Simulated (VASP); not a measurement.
# InSb (Pmmn) in VASP: single point with r2SCAN

Aim: the single point of InSb with r2SCAN.

All numbers are computed with VASP 6.6.1; they aren't measurements. Logs are shortened: lines on timing, memory, paths and dates and some standing lists are left out, and cuts for length are marked.

## Step 1: The cell of the first run

It takes space group Pmmn (No. 59, orthorhombic). Conventional cell: a = 5.949 Å, b = 5.962 Å, c = 3.153 Å, α = 90.00°, β = 90.00°, γ = 90.00°. Within 4.0 Å of In (site symmetry mm2) lie 8 Sb at 3.05 to 3.89 Å and 2 In at 3.15 Å. Sb (site symmetry mm2) has 8 In at 3.05 to 3.89 Å and 2 Sb at 3.15 Å within 4.0 Å.

## Step 2: Single point, r2SCAN

POSCAR

```
InSb
1.0
    5.9492667680      0.0000000000      0.0000000000
    0.0000000000      5.9620335759      0.0000000000
    0.0000000000      0.0000000000      3.1527280272
In Sb
2 2
Direct
    0.0000000000      0.0000000000      0.0076115234
    0.5000000000      0.5000000000      0.9923884766
    0.0000000000      0.5000000000      0.2170398262
    0.5000000000      0.0000000000      0.7829601738
```

INCAR.step1

```
  PREC = Accurate
  ENCUT = 520
  ISMEAR = 0
  SIGMA = 0.1
  LREAL = False
  LASPH = True
  NELM = 80
  NBANDS = 26
  GGA = PE
  ALGO = Normal
  EDIFF = 1E-4
  LWAVE = True
  LCHARG = False
```

INCAR.step2

```
  PREC = Accurate
  ENCUT = 520
  EDIFF = 1E-7
  ISMEAR = 0
  SIGMA = 0.1
  LREAL = False
  LASPH = True
  NELM = 80
  ALGO = Normal
  ISIF = 2
  LWAVE = False
  LCHARG = False
  METAGGA = R2SCAN
  LMIXTAU = True
  NBANDS = 26
  ISTART = 1
```

KPOINTS

```
Automatic mesh
0
Gamma
  8 8 14
```

Potentials or basis: VASP PAW PBE potentials, release 64 (In_d, Sb).

Started as:

```bash
> cat potpaw_PBE.64/In_d/POTCAR potpaw_PBE.64/Sb/POTCAR > POTCAR
> cp INCAR.step1 INCAR
> mpirun -np 1 vasp_std > vasp.out
> cp INCAR.step2 INCAR
> mpirun -np 1 vasp_std > vasp.out
```

OUTCAR:

```text
PREC = Accurate
   ENCUT = 520
   EDIFF = 1E-7
   ISMEAR = 0
   LREAL = False
   LASPH = True
   NELM = 80
   ISIF = 2
   METAGGA = R2SCAN
   ISTART = 1

 ion  position               nearest neighbor table
   1  0.000  0.000  0.008-   3 3.05   3 3.05   4 3.06   4 3.06   4 3.85   4 3.85   3 3.89   3 3.89

   2  0.500  0.500  0.992-   4 3.05   4 3.05   3 3.06   3 3.06   3 3.85   3 3.85   4 3.89   4 3.89

   3  0.000  0.500  0.217-   1 3.05   1 3.05   2 3.06   2 3.06   2 3.85   2 3.85   1 3.89   1 3.89

   4  0.500  0.000  0.783-   2 3.05   2 3.05   1 3.06   1 3.06   1 3.85   1 3.85   2 3.89   2 3.89

  LATTYP: Found a simple orthorhombic cell.
 ALAT       =     3.1527280272
 B/A-ratio  =     1.8870218797
 C/A-ratio  =     1.8910713276

  Lattice vectors:

 A1 = (   0.0000000000,   0.0000000000,   3.1527280272)
 A2 = (   5.9492667680,   0.0000000000,   0.0000000000)
 A3 = (   0.0000000000,   5.9620335759,   0.0000000000)

Analysis of symmetry for initial positions (statically):
=====================================================================
 Subroutine PRICEL returns:
 Original cell was already a primitive cell.

 Routine SETGRP: Setting up the symmetry group for a
 simple orthorhombic supercell.

 Subroutine GETGRP returns: Found  8 space group operations
 (whereof  4 operations were pure point group operations)
 out of a pool of  8 trial point group operations.

The static configuration has the point symmetry C_2v.
 The point group associated with its full space group is D_2h.

Analysis of symmetry for dynamics (positions and initial velocities):
=====================================================================
 Subroutine PRICEL returns:
 Original cell was already a primitive cell.

 Routine SETGRP: Setting up the symmetry group for a
 simple orthorhombic supercell.

 Subroutine GETGRP returns: Found  8 space group operations
 (whereof  4 operations were pure point group operations)
 out of a pool of  8 trial point group operations.

The dynamic configuration has the point symmetry C_2v.
 The point group associated with its full space group is D_2h.

 Subroutine INISYM returns: Found  8 space group operations
 (whereof  4 operations are pure point group operations),
 and found     1 'primitive' translations

[... 91 lines left out ...]
   ICHARG =      0    charge: 1-file 2-atom 10-const
   ISPIN  =      1    spin polarized calculation?
   LNONCOLLINEAR =      F non collinear calculations
   LSORBIT =      F    spin-orbit coupling
   LASPH  =      T    aspherical Exc in radial PAW
   ENCUT  =  520.0 eV  38.22 Ry    6.18 a.u.  11.06 11.09  5.86*2*pi/ulx,y,z
   NELM   =     80;   NELMIN=  2; NELMDL=  0     # of ELM steps
   EDIFF  = 0.1E-06   stopping-criterion for ELM
   LREAL  =      F    real-space projection
   EDIFFG = 0.1E-05   stopping-criterion for IOM
   NSW    =      0    number of steps for IOM
   IBRION =     -1    ionic relax: 0-MD 1-quasi-New 2-CG
   NFREE  =      0    steps in history (QN), initial steepest desc. (CG)
   ISIF   =      2    stress and relaxation
   ISYM   =      2    0-nonsym 1-usesym 2-fastsym
   POTIM  = 0.5000    time-step for ionic-motion
   TEBEG  =    0.0;   TEEND  =   0.0 temperature during run
   PSTRESS=    0.0 pullay stress
   NELECT =      36.0000    total number of electrons
   NUPDOWN=      -1.0000    fix difference up-down
   EMIN   =  10.00;   EMAX   =-10.00  energy-range for DOS
   EFERMI =   0.00;   METHOD = LEGACY
   ISMEAR =     0;   SIGMA  =   0.10  broadening in eV -4-tet -1-fermi 0-gaus
   EFERMI_NEDOS =   21; number of points for ismear=-14 and -15
   IALGO  =     38    algorithm
   IMIX   =      4    mixing-type and parameters
     AMIX     =   0.40;   BMIX     =  1.00
     AMIX_MAG =   1.60;   BMIX_MAG =  1.00
  volume/ion in A,a.u.               =      27.96       188.66
  Fermi-wavevector in a.u.,A,eV,Ry     =   1.122003  2.120279 17.128263  1.258892
  Thomas-Fermi vector in A             =   2.258661
   LORBIT       =      0    0 simple, 1 ext, 2 COOP (PROOUT), +10 PAW based schemes
   METAGGA = R2SCAN    functional components
   LHFCALC =     F    Hartree Fock is set to
   AEXX    =    0.0000 exact exchange contribution
   IVDW    =     0    specifies the selected vdW correction
   LEPSILON=     F    determine dielectric tensor
   LRPA    =     F    only Hartree local field effects (RPA)
 non-spin polarized calculation
 Gauss-broadening in eV      SIGMA  =   0.10
  energy-cutoff  :      520.00
  volume of cell :      111.83
 maximum number of plane-waves:      3064
 NGX is ok and might be reduce to    48
   NGX = 23   NGY = 23   NGZ = 11

 number of electron      36.0000008 magnetization

 Free energy of the ion-electron system (eV)
  ---------------------------------------------------
  ext. energy  EPLUGINS =         0.00000000
  ---------------------------------------------------
  free energy    TOTEN  =       -96.65563182 eV

  energy without entropy =      -96.64788376  energy(sigma->0) =      -96.65175779

 E-fermi :   7.1880     XC(G=0): -10.5040

 val. band max:        7.1721963551   @ k =   0.1250   0.3750   0.2143
 cond. band min:       7.1911706370   @ k =   0.3750   0.1250   0.2143
 fundamental gap:      0.0189742819
 Fermi energy:         7.1880326068

 k-point     1 :       0.0000    0.0000    0.0000
  band No.  band energies     occupation
      1      -8.2662      2.00000
      2      -8.2288      2.00000
      3      -8.1254      2.00000
      4      -7.9642      2.00000
      5      -7.9624      2.00000
      6      -7.8853      2.00000
[... 685 lines left out ...]
     25      15.5408      0.00000
     26      15.5408      0.00000

 [... further k-points ...]
[... 5 lines left out ...]
  --------------------------------------------------------------------------------------
  -------------------------------------------------------------------------------------
  Total       -0.0343897     -0.0145159     -0.0633896      0.0000000      0.0000000      0.0000000
  in kB       -0.4927141     -0.2079740     -0.9082058      0.0000000      0.0000000      0.0000000
  external PRESSURE =      -0.5362980 kB  Pullay stress =       0.0000000 kB

 VOLUME and BASIS-vectors are now :
 -----------------------------------------------------------------------------
  energy-cutoff  :      520.00
  volume of cell :      111.83
      direct lattice vectors                 reciprocal lattice vectors
     5.949266768  0.000000000  0.000000000     0.168087941  0.000000000  0.000000000
     0.000000000  5.962033576  0.000000000     0.000000000  0.167728005  0.000000000
     0.000000000  0.000000000  3.152728027     0.000000000  0.000000000  0.317185622

 POSITION                                       TOTAL-FORCE (eV/Angst)
 -----------------------------------------------------------------------------------
      0.00000      0.00000      0.02400         0.000000      0.000000     -0.003699
      2.97463      2.98102      3.12873         0.000000      0.000000      0.003699
      0.00000      2.98102      0.68427         0.000000      0.000000     -0.001043
      2.97463      0.00000      2.46846         0.000000      0.000000      0.001043
 -----------------------------------------------------------------------------------
    total drift:                                0.000000     -0.000000     -0.000000

  FREE ENERGIE OF THE ION-ELECTRON SYSTEM (eV)
  ---------------------------------------------------
  free  energy   TOTEN  =       -96.6556318210 eV

  energy  without entropy=      -96.6478837567  energy(sigma->0) =      -96.65175779
```

OUTCAR.step1:

```text
PREC = Accurate
   ENCUT = 520
   ISMEAR = 0
   LREAL = False
   LASPH = True
[... 931 lines left out ...]
      0.00000      0.00000      0.02400         0.000000      0.000000     -0.000941
      2.97463      2.98102      3.12873         0.000000      0.000000      0.000941
      0.00000      2.98102      0.68427         0.000000      0.000000      0.113371
      2.97463      0.00000      2.46846         0.000000      0.000000     -0.113371
 -----------------------------------------------------------------------------------
    total drift:                                0.000000     -0.000000     -0.000000

  FREE ENERGIE OF THE ION-ELECTRON SYSTEM (eV)
  ---------------------------------------------------
  free  energy   TOTEN  =       -13.3434424052 eV

  energy  without entropy=      -13.3359571318  energy(sigma->0) =      -13.33969977
```

It took 9.3 min on 1 thread of Intel Xeon 6975P-C (Granite Rapids), shared host; peak memory 0.62 GiB.

What came out:

| Quantity | Value |
| --- | --- |
| Free energy | -96.6556 eV |
| Pressure | -0.1 GPa |
| Largest force | 0.004 eV/Å |
| Band gap on the k mesh | zero (band 18 reaches 8.90 eV, above the bottom of band 19 at 5.88 eV) |

Forces in eV/Å, atoms in the order of the input:
```
In   0.000  0.000 -0.004
In   0.000  0.000  0.004
Sb   0.000  0.000 -0.001
Sb   0.000  0.000  0.001
```

Levels at points of the mesh, in eV from the Fermi level:
```
           k point  band 14  band 15  band 16  band 17  band 18  band 19  band 20  band 21  band 22  band 23
(0.00, 0.00, 0.00)    -4.92    -4.91    -3.55    -2.39    -2.38     3.51     4.42     5.19     6.56     6.60
(0.50, 0.00, 0.00)    -6.22    -3.91    -3.91     0.03     0.03     3.19     3.19     4.83     4.83     6.41
(0.00, 0.50, 0.00)    -6.21    -3.90    -3.90     0.01     0.01     3.18     3.18     4.84     4.84     6.41
(0.50, 0.50, 0.00)    -7.77    -0.70    -0.70     1.66     1.66     1.75     1.75     1.79     1.79     4.81
(0.00, 0.00, 0.50)    -4.33    -2.20    -2.17    -2.13    -0.84    -0.77    -0.71     0.51     0.80     3.21
(0.50, 0.00, 0.50)    -4.93    -2.53    -2.53    -1.46    -1.46    -1.10    -1.10     3.02     3.02     3.16
(0.00, 0.50, 0.50)    -4.96    -2.51    -2.51    -1.41    -1.41    -1.06    -1.06     3.02     3.02     3.07
(0.50, 0.50, 0.50)    -4.41    -4.27    -4.27    -2.70    -2.70     2.67     2.67     3.65     3.65     4.48
```

Caveat: the PAW data sets were made with another functional, which shifts forces and pressure a little; spin-orbit coupling is left out, which moves the levels of the heavy elements.
